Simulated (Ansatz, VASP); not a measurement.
## Nb in VASP and in Ansatz

```
Nb
1.0
     1.56652    0.90443    2.10676
    -1.56652    0.90443    2.10676
     0.00000   -1.80886    2.10676
Nb
1
Direct
  0.50000 0.50000 0.50000
```

Alike in both runs: functional PBEsol; k mesh 21 × 21 × 21; occupations gaussian, width 0.1 eV; no spin polarisation.

Ansatz relaxed the structure, and its values are those at the end. VASP's run is a single point on that final structure, the one shown.

```csv
,VASP,Ansatz
version,VASP 6.6.1,Ansatz 0.2.0
potentials or method,"VASP PAW PBE potentials, release 64 (Nb_sv), cutoff 500 eV","scalar-relativistic, plane waves, PAW"
valence electrons in the cell,13,13
```

VASP gave:

- gap on the k mesh at the Fermi level (eV): none
- pressure (GPa): -0.3

Problem. Which values does Ansatz return?

Solution. gap on the k mesh at the Fermi level (eV): none; pressure (GPa): 0.0.

VASP's potentials were made for PBE, not for PBEsol. A gap of «none» marks a metal or a gap that the smearing closes.
